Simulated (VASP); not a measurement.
# GaN (P6_3mc) in VASP: further runs

GaN is run at these levels: r2SCAN; tasks: single point.

Everything below comes from runs of VASP 6.6.1. Logs are shortened: lines on timing, memory, paths and dates and some standing lists are left out, and cuts for length are marked.

**Experimental background.**

From “Studying electronic properties in GaN without electrical contacts using γ-γ vs e−-γ Perturbed Angular Correlations”, 2019, pmc:6823545, for a bulk crystal of GaN: band gap 3.503 ± 0.005 eV (direct).

The results are compared with them further down.

## (1) The cell of the first run

The structure is hexagonal, space group P6_3mc (No. 186). The conventional cell has a = 3.215 Å, b = 3.215 Å, c = 5.235 Å, α = 90.00°, β = 90.00°, γ = 120.00°. Ga (site symmetry 3m) has 4 N at 1.96 to 1.97 Å within 2.6 Å. N (site symmetry 3m) has 4 Ga at 1.96 to 1.97 Å within 2.6 Å.

## (2) Single point, r2SCAN (volume scaled by 1.03, then relaxed in part)

The input, POSCAR:

```
GaN
1.0
    3.2146163016      0.0000000000      0.0000000000
   -1.6073081508      2.7839393806      0.0000000000
    0.0000000000      0.0000000000      5.2349222886
Ga N
2 2
Direct
    0.3333333333      0.6666666667     -0.0008898964
    0.6666666667      0.3333333333      0.4991101036
    0.3333333333      0.6666666667      0.3758898964
    0.6666666667      0.3333333333      0.8758898964
```

The input, INCAR.step1:

```
SYSTEM = GaN
PREC = Accurate
ENCUT = 520
ISMEAR = 0
SIGMA = 0.02
LREAL = .FALSE.
LASPH = .TRUE.
NELM = 100
NBANDS = 26
GGA = PE
ALGO = Normal
EDIFF = 1E-4
LWAVE = .TRUE.
LCHARG = .FALSE.
```

The input, INCAR.step2:

```
SYSTEM = GaN
PREC = Accurate
ENCUT = 520
EDIFF = 1E-7
ISMEAR = 0
SIGMA = 0.02
LREAL = .FALSE.
LASPH = .TRUE.
NELM = 100
ALGO = Normal
ISIF = 2
LWAVE = .FALSE.
LCHARG = .TRUE.
METAGGA = R2SCAN
LMIXTAU = .TRUE.
LELF = .TRUE.
LVHAR = .TRUE.
NBANDS = 26
ISTART = 1
```

The input, KPOINTS:

```
Automatic mesh
0
G
  12 12 6
  0 0 0
```

Potentials or basis: VASP PAW PBE potentials, release 64 (Ga_d, N).

The run is started by

```sh
$ cat potpaw_PBE.64/Ga_d/POTCAR potpaw_PBE.64/N/POTCAR > POTCAR
$ cp INCAR.step1 INCAR
$ mpirun -np 1 vasp_std > vasp.out
$ cp INCAR.step2 INCAR
$ mpirun -np 1 vasp_std > vasp.out
```

OUTCAR:

```text
SYSTEM = GaN
   PREC = Accurate
   ENCUT = 520
   EDIFF = 1E-7
   ISMEAR = 0
   LREAL = .FALSE.
   LASPH = .TRUE.
   NELM = 100
   ISIF = 2
   METAGGA = R2SCAN
   ISTART = 1

 ion  position               nearest neighbor table
   1  0.333  0.667  0.999-   4 1.96   4 1.96   4 1.96   3 1.97
   2  0.667  0.333  0.499-   3 1.96   3 1.96   3 1.96   4 1.97
   3  0.333  0.667  0.376-   2 1.96   2 1.96   2 1.96   1 1.97
   4  0.667  0.333  0.876-   1 1.96   1 1.96   1 1.96   2 1.97

  LATTYP: Found a hexagonal cell.
 ALAT       =     3.2146163016
 C/A-ratio  =     1.6284750021

  Lattice vectors:

 A1 = (   3.2146163016,   0.0000000000,   0.0000000000)
 A2 = (  -1.6073081508,   2.7839393806,   0.0000000000)
 A3 = (   0.0000000000,   0.0000000000,   5.2349222886)

Analysis of symmetry for initial positions (statically):
=====================================================================
 Subroutine PRICEL returns:
 Original cell was already a primitive cell.

 Routine SETGRP: Setting up the symmetry group for a
 hexagonal supercell.

 Subroutine GETGRP returns: Found 12 space group operations
 (whereof  6 operations were pure point group operations)
 out of a pool of 24 trial point group operations.

The static configuration has the point symmetry C_3v.
 The point group associated with its full space group is C_6v.

Analysis of symmetry for dynamics (positions and initial velocities):
=====================================================================
 Subroutine PRICEL returns:
 Original cell was already a primitive cell.

 Routine SETGRP: Setting up the symmetry group for a
 hexagonal supercell.

 Subroutine GETGRP returns: Found 12 space group operations
 (whereof  6 operations were pure point group operations)
 out of a pool of 24 trial point group operations.

The dynamic configuration has the point symmetry C_3v.
 The point group associated with its full space group is C_6v.

 Subroutine INISYM returns: Found 12 space group operations
 (whereof  6 operations are pure point group operations),
 and found     1 'primitive' translations

----------------------------------------------------------------------------------------

                                     Primitive cell

  volume of cell :      46.8489

  direct lattice vectors                    reciprocal lattice vectors
     3.214616302  0.000000000  0.000000000     0.311079117  0.179601612  0.000000000
    -1.607308151  2.783939381  0.000000000     0.000000000  0.359203224  0.000000000
     0.000000000  0.000000000  5.234922289     0.000000000  0.000000000  0.191024803

  length of vectors
[... 90 lines left out ...]
   IBRION =     -1    ionic relax: 0-MD 1-quasi-New 2-CG
   NFREE  =      0    steps in history (QN), initial steepest desc. (CG)
   ISIF   =      2    stress and relaxation
   ISYM   =      2    0-nonsym 1-usesym 2-fastsym
   POTIM  = 0.5000    time-step for ionic-motion
   TEBEG  =    0.0;   TEEND  =   0.0 temperature during run
   PSTRESS=    0.0 pullay stress
   NELECT =      36.0000    total number of electrons
   NUPDOWN=      -1.0000    fix difference up-down
   EMIN   =  10.00;   EMAX   =-10.00  energy-range for DOS
   EFERMI =   0.00;   METHOD = LEGACY
   ISMEAR =     0;   SIGMA  =   0.02  broadening in eV -4-tet -1-fermi 0-gaus
   EFERMI_NEDOS =   21; number of points for ismear=-14 and -15
   IALGO  =     38    algorithm
   IMIX   =      4    mixing-type and parameters
     AMIX     =   0.40;   BMIX     =  1.00
     AMIX_MAG =   1.60;   BMIX_MAG =  1.00
  volume/ion in A,a.u.               =      11.71        79.04
  Fermi-wavevector in a.u.,A,eV,Ry     =   1.499487  2.833619 30.592160  2.248460
  Thomas-Fermi vector in A             =   2.611110
   LORBIT       =      0    0 simple, 1 ext, 2 COOP (PROOUT), +10 PAW based schemes
   METAGGA = R2SCAN    functional components
   LHFCALC =     F    Hartree Fock is set to
   AEXX    =    0.0000 exact exchange contribution
   IVDW    =     0    specifies the selected vdW correction
   LEPSILON=     F    determine dielectric tensor
   LRPA    =     F    only Hartree local field effects (RPA)
 non-spin polarized calculation
 Gauss-broadening in eV      SIGMA  =   0.02
  energy-cutoff  :      520.00
  volume of cell :       46.85
 maximum number of plane-waves:      1284
 NGX is ok and might be reduce to    24
   NGX = 11   NGY = 11   NGZ = 19

 number of electron      35.9999957 magnetization

 Free energy of the ion-electron system (eV)
  ---------------------------------------------------
  ext. energy  EPLUGINS =         0.00000000
  ---------------------------------------------------
  free energy    TOTEN  =       -43.80708632 eV

  energy without entropy =      -43.80708632  energy(sigma->0) =      -43.80708632

 E-fermi :   4.8707     XC(G=0): -12.4904

 val. band max:        4.7846504916   @ k =   0.0000   0.0000   0.0000
 cond. band min:       6.9231756254   @ k =   0.0000   0.0000   0.0000
 fundamental gap:      2.1385251338
 Fermi energy:         4.8707158958

 k-point     1 :       0.0000    0.0000    0.0000
  band No.  band energies     occupation
      1     -11.7759      2.00000
      2     -10.8603      2.00000
      3      -9.0274      2.00000
      4      -9.0124      2.00000
      5      -9.0124      2.00000
      6      -8.9499      2.00000
[... 685 lines left out ...]
     25      16.7298      0.00000
     26      18.5363      0.00000

 [... further k-points ...]

------------------------ aborting loop because EDIFF is reached ----------------------------------------

  FORCE on cell =-STRESS in cart. coord.  units (eV):
  Direction    XX          YY          ZZ          XY          YZ          ZX
  --------------------------------------------------------------------------------------
  -------------------------------------------------------------------------------------
  Total       -1.2964442     -1.2964442     -1.2904600      0.0000000      0.0000000     -0.0000000
  in kB      -44.3368945    -44.3368945    -44.1322405      0.0000000      0.0000000     -0.0000000
  external PRESSURE =     -44.2686765 kB  Pullay stress =       0.0000000 kB

 VOLUME and BASIS-vectors are now :
 -----------------------------------------------------------------------------
  energy-cutoff  :      520.00
  volume of cell :       46.85
      direct lattice vectors                 reciprocal lattice vectors
     3.214616302  0.000000000  0.000000000     0.311079117  0.179601612  0.000000000
    -1.607308151  2.783939381  0.000000000     0.000000000  0.359203224  0.000000000
     0.000000000  0.000000000  5.234922289     0.000000000  0.000000000  0.191024803

 POSITION                                       TOTAL-FORCE (eV/Angst)
 -----------------------------------------------------------------------------------
     -0.00000      1.85596      5.23026        -0.000000      0.000000      0.000515
      1.60731      0.92798      2.61280         0.000000     -0.000000      0.000515
     -0.00000      1.85596      1.96775         0.000000     -0.000000     -0.000515
      1.60731      0.92798      4.58522         0.000000     -0.000000     -0.000515
 -----------------------------------------------------------------------------------
    total drift:                                0.000002      0.000003      0.026230

  FREE ENERGIE OF THE ION-ELECTRON SYSTEM (eV)
  ---------------------------------------------------
  free  energy   TOTEN  =       -43.8070863200 eV

  energy  without entropy=      -43.8070863200  energy(sigma->0) =      -43.80708632
```

OUTCAR.step1:

```text
SYSTEM = GaN
   PREC = Accurate
   ENCUT = 520
   ISMEAR = 0
   LREAL = .FALSE.
   LASPH = .TRUE.
   NELM = 100
[... 927 lines left out ...]
      1.60731      0.92798      2.61280        -0.000000      0.000000      0.000406
     -0.00000      1.85596      1.96775        -0.000000     -0.000000     -0.000406
      1.60731      0.92798      4.58522         0.000000     -0.000000     -0.000406
 -----------------------------------------------------------------------------------
    total drift:                               -0.000001     -0.000001     -0.002508

  FREE ENERGIE OF THE ION-ELECTRON SYSTEM (eV)
  ---------------------------------------------------
  free  energy   TOTEN  =       -24.3272612315 eV

  energy  without entropy=      -24.3272612315  energy(sigma->0) =      -24.32726123
```

It took 1.8 min on 1 thread of Intel Xeon 6975P-C (Granite Rapids), shared host; peak memory 0.22 GiB.

What came out:

```yaml
Free_energy: -43.8071 eV
Pressure: -4.4 GPa
Band_gap_on_the_k_mesh: 2.14 eV, direct
```

Levels at points of the mesh, in eV from the valence-band top:
```
           k point  band 14  band 15  band 16  band 17  band 18  band 19  band 20  band 21  band 22  band 23
(0.00, 0.00, 0.00)    -1.03    -1.03    -0.03     0.00     0.00     2.14     4.61     9.78    10.41    10.41
(0.50, 0.00, 0.00)    -5.29    -4.16    -2.73    -2.15    -1.00     5.49     5.93     6.46     9.09    10.90
(0.00, 0.00, 0.50)    -3.87    -0.53    -0.53    -0.53    -0.53     4.57     4.57     9.01     9.01    10.93
(0.50, 0.00, 0.50)    -6.56    -1.93    -1.93    -1.89    -1.89     4.79     4.79     8.22     8.22    10.57
```

Caveat: the cell differs from its parent crystal (volume scaled by 1.03, then relaxed in part); the PAW data sets were made with another functional, which shifts forces and pressure a little.

## (3) Single point, r2SCAN (volume scaled by 1.06, then relaxed in part)

The input, POSCAR:

```
GaN
1.0
    3.2455279700      0.0000000000      0.0000000000
   -1.6227639850      2.8107096707      0.0000000000
    0.0000000000      0.0000000000      5.2852611679
Ga N
2 2
Direct
    0.3333333333      0.6666666667     -0.0008898964
    0.6666666667      0.3333333333      0.4991101036
    0.3333333333      0.6666666667      0.3758898964
    0.6666666667      0.3333333333      0.8758898964
```

The input, INCAR.step1:

```
SYSTEM = GaN
PREC = Accurate ; ENCUT = 520
ISMEAR = 0 ; SIGMA = 0.02
LREAL = .FALSE. ; LASPH = .TRUE.
NELM = 100 ; NBANDS = 26
GGA = PE ; ALGO = Normal
EDIFF = 1E-4 ; LWAVE = .TRUE.
LCHARG = .FALSE.
```

The input, INCAR.step2:

```
SYSTEM = GaN
PREC = Accurate ; ENCUT = 520
EDIFF = 1E-7 ; ISMEAR = 0
SIGMA = 0.02 ; LREAL = .FALSE.
LASPH = .TRUE. ; NELM = 100
ALGO = Normal ; ISIF = 2
LWAVE = .FALSE. ; LCHARG = .FALSE.
METAGGA = R2SCAN ; LMIXTAU = .TRUE.
NBANDS = 26 ; ISTART = 1
```

KPOINTS is that of step 2.

Potentials or basis: VASP PAW PBE potentials, release 64 (Ga_d, N).

The run is started by

```sh
$ cat potpaw_PBE.64/Ga_d/POTCAR potpaw_PBE.64/N/POTCAR > POTCAR
$ cp INCAR.step1 INCAR
$ mpirun -np 1 vasp_std > vasp.out
$ cp INCAR.step2 INCAR
$ mpirun -np 1 vasp_std > vasp.out
```

OUTCAR:

```text
SYSTEM = GaN
   PREC = Accurate
   ENCUT = 520
   EDIFF = 1E-7
   ISMEAR = 0
   LREAL = .FALSE.
   LASPH = .TRUE.
   NELM = 100
   ISIF = 2
   METAGGA = R2SCAN
   ISTART = 1

 ion  position               nearest neighbor table
   1  0.333  0.667  0.999-   4 1.98   4 1.98   4 1.98   3 1.99
   2  0.667  0.333  0.499-   3 1.98   3 1.98   3 1.98   4 1.99
   3  0.333  0.667  0.376-   2 1.98   2 1.98   2 1.98   1 1.99
   4  0.667  0.333  0.876-   1 1.98   1 1.98   1 1.98   2 1.99

  LATTYP: Found a hexagonal cell.
 ALAT       =     3.2455279700
 C/A-ratio  =     1.6284750021

  Lattice vectors:

 A1 = (   3.2455279700,   0.0000000000,   0.0000000000)
 A2 = (  -1.6227639850,   2.8107096707,   0.0000000000)
 A3 = (   0.0000000000,   0.0000000000,   5.2852611679)

Analysis of symmetry for initial positions (statically):
=====================================================================
 Subroutine PRICEL returns:
 Original cell was already a primitive cell.

 Routine SETGRP: Setting up the symmetry group for a
 hexagonal supercell.

 Subroutine GETGRP returns: Found 12 space group operations
 (whereof  6 operations were pure point group operations)
[... 171 lines left out ...]

 val. band max:        4.4865329345   @ k =   0.0000   0.0000   0.0000
 cond. band min:       6.4262648250   @ k =   0.0000   0.0000   0.0000
 fundamental gap:      1.9397318905
 Fermi energy:         4.5684622536

 k-point     1 :       0.0000    0.0000    0.0000
  band No.  band energies     occupation
      1     -11.8384      2.00000
      2     -11.0116      2.00000
      3      -9.3163      2.00000
      4      -9.3020      2.00000
      5      -9.3020      2.00000
      6      -9.2450      2.00000
[... 685 lines left out ...]
     25      16.2453      0.00000
     26      17.9141      0.00000

 [... further k-points ...]

------------------------ aborting loop because EDIFF is reached ----------------------------------------

  FORCE on cell =-STRESS in cart. coord.  units (eV):
  Direction    XX          YY          ZZ          XY          YZ          ZX
  --------------------------------------------------------------------------------------
  -------------------------------------------------------------------------------------
  Total       -2.7706389     -2.7706389     -2.7295768      0.0000000      0.0000000      0.0000000
  in kB      -92.0709681    -92.0709681    -90.7064351      0.0000000      0.0000000      0.0000000
  external PRESSURE =     -91.6161237 kB  Pullay stress =       0.0000000 kB

 VOLUME and BASIS-vectors are now :
 -----------------------------------------------------------------------------
  energy-cutoff  :      520.00
  volume of cell :       48.21
      direct lattice vectors                 reciprocal lattice vectors
     3.245527970  0.000000000  0.000000000     0.308116279  0.177891016  0.000000000
    -1.622763985  2.810709671  0.000000000     0.000000000  0.355782033  0.000000000
     0.000000000  0.000000000  5.285261168     0.000000000  0.000000000  0.189205409

 POSITION                                       TOTAL-FORCE (eV/Angst)
 -----------------------------------------------------------------------------------
     -0.00000      1.87381      5.28056        -0.000000      0.000000     -0.004787
      1.62276      0.93690      2.63793         0.000000      0.000000     -0.004787
     -0.00000      1.87381      1.98668         0.000000      0.000000      0.004787
      1.62276      0.93690      4.62931         0.000000      0.000000      0.004787
 -----------------------------------------------------------------------------------
    total drift:                                0.000002      0.000003      0.010015

  FREE ENERGIE OF THE ION-ELECTRON SYSTEM (eV)
  ---------------------------------------------------
  free  energy   TOTEN  =       -43.7496658409 eV

  energy  without entropy=      -43.7496658409  energy(sigma->0) =      -43.74966584
```

OUTCAR.step1:

```text
SYSTEM = GaN
   PREC = Accurate
   ENCUT = 520
   ISMEAR = 0
   LREAL = .FALSE.
   LASPH = .TRUE.
   NELM = 100
[... 926 lines left out ...]
      1.62276      0.93690      2.63793        -0.000000      0.000000     -0.003639
     -0.00000      1.87381      1.98668         0.000000      0.000000      0.003639
      1.62276      0.93690      4.62931         0.000000      0.000000      0.003639
 -----------------------------------------------------------------------------------
    total drift:                               -0.000001     -0.000001     -0.002479

  FREE ENERGIE OF THE ION-ELECTRON SYSTEM (eV)
  ---------------------------------------------------
  free  energy   TOTEN  =       -24.3141086523 eV

  energy  without entropy=      -24.3141086523  energy(sigma->0) =      -24.31410865
```

Wall time 98 s (1 thread of Intel Xeon 6975P-C (Granite Rapids), shared host); peak memory 0.22 GiB.

What came out:

```yaml
Free_energy: -43.7497 eV
Pressure: -9.2 GPa
Largest_force: 0.005 eV/Å
Band_gap_on_the_k_mesh: 1.94 eV, direct
```

Forces on the atoms (eV/Å):
```
Ga   0.000  0.000 -0.005
Ga   0.000  0.000 -0.005
N    0.000  0.000  0.005
N    0.000  0.000  0.005
```

Levels at points of the mesh, in eV from the valence-band top:
```csv
k point,band 14,band 15,band 16,band 17,band 18,band 19,band 20,band 21,band 22,band 23
"(0.00, 0.00, 0.00)",-1.00,-1.00,-0.03,0.00,0.00,1.94,4.42,9.60,10.24,10.24
"(0.50, 0.00, 0.00)",-5.19,-4.04,-2.63,-2.07,-0.96,5.39,5.74,6.39,8.85,10.75
"(0.00, 0.00, 0.50)",-3.82,-0.51,-0.51,-0.51,-0.51,4.38,4.38,8.85,8.85,10.76
"(0.50, 0.00, 0.50)",-6.41,-1.87,-1.87,-1.83,-1.83,4.69,4.69,8.03,8.03,10.39
```

Caveat: the cell differs from its parent crystal (volume scaled by 1.06, then relaxed in part); the PAW data sets were made with another functional, which shifts forces and pressure a little.

## (4) Single point, r2SCAN

This run uses another cell than the first one, of 11.37 Å³/atom, 0.971 times its volume.

The input, POSCAR:

```
GaN
1.0
    3.1830984305      0.0000000000      0.0000000000
   -1.5915492153      2.7566441036      0.0000000000
    0.0000000000      0.0000000000      5.1835962350
Ga N
2 2
Direct
    0.3333333333      0.6666666667     -0.0008898957
    0.6666666667      0.3333333333      0.4991101043
    0.3333333333      0.6666666667      0.3758898957
    0.6666666667      0.3333333333      0.8758898957
```

The input, INCAR.step1:

```
PREC     = Accurate       # precision mode
ENCUT    = 520            # plane-wave cutoff, eV
ISMEAR   = 0              # smearing method
SIGMA    = 0.02           # smearing width, eV
LREAL    = F              # projectors in reciprocal space
LASPH    = T              # aspherical terms in the spheres
NELM     = 100            # most SCF steps
NBANDS   = 26             # bands
GGA      = PE             # functional
ALGO     = Normal         # electronic algorithm
EDIFF    = 1E-4           # SCF threshold, eV
LWAVE    = T              # write WAVECAR
LCHARG   = F              # write CHGCAR
```

The input, INCAR.step2:

```
PREC     = Accurate       # precision mode
ENCUT    = 520            # plane-wave cutoff, eV
EDIFF    = 1E-7           # SCF threshold, eV
ISMEAR   = 0              # smearing method
SIGMA    = 0.02           # smearing width, eV
LREAL    = F              # projectors in reciprocal space
LASPH    = T              # aspherical terms in the spheres
NELM     = 100            # most SCF steps
ALGO     = Normal         # electronic algorithm
ISIF     = 2              # what is computed and relaxed
LWAVE    = F              # write WAVECAR
LCHARG   = F              # write CHGCAR
METAGGA  = R2SCAN         # meta-GGA
LMIXTAU  = T            
NBANDS   = 26             # bands
ISTART   = 1
```

The input, KPOINTS:

```
regular mesh
0
Gamma
  12 12 6
```

The run is started by

```sh
$ cat potpaw_PBE.64/Ga_d/POTCAR potpaw_PBE.64/N/POTCAR > POTCAR
$ cp INCAR.step1 INCAR
$ mpirun -np 1 vasp_std > vasp.out
$ cp INCAR.step2 INCAR
$ mpirun -np 1 vasp_std > vasp.out
```

Run time: 2.6 min. Hardware: 1 thread of Intel Xeon 6975P-C (Granite Rapids), shared host; peak memory 0.21 GiB.

The run converged. Its results:

| Item | Value |
| --- | --- |
| Free energy | -43.8209 eV |
| Pressure | 1.1 GPa |
| Largest force | 0.005 eV/Å |
| Band gap on the k mesh | 2.34 eV, direct |

Forces in eV/Å, atoms in the order of the input:
```
Ga   0.000  0.000  0.005
Ga   0.000  0.000  0.005
N    0.000  0.000 -0.005
N    0.000  0.000 -0.005
```

Stress tensor (GPa, compression positive):
```
1.14 0.00 0.00
0.00 1.14 0.00
0.00 0.00 1.01
```

Levels at points of the mesh, in eV from the valence-band top:
```tsv
k point	band 16	band 17	band 18	band 19	band 20	band 21
(0.00, 0.00, 0.00)	-0.04	0.00	0.00	2.34	4.81	9.96
(0.50, 0.00, 0.00)	-2.84	-2.24	-1.03	5.58	6.12	6.55
(0.00, 0.00, 0.50)	-0.55	-0.55	-0.55	4.77	4.77	9.18
(0.50, 0.00, 0.50)	-2.01	-1.95	-1.95	4.89	4.89	8.42
```

Caveat: the PAW data sets were made with another functional, which shifts forces and pressure a little.

[end of part 1 of 2]
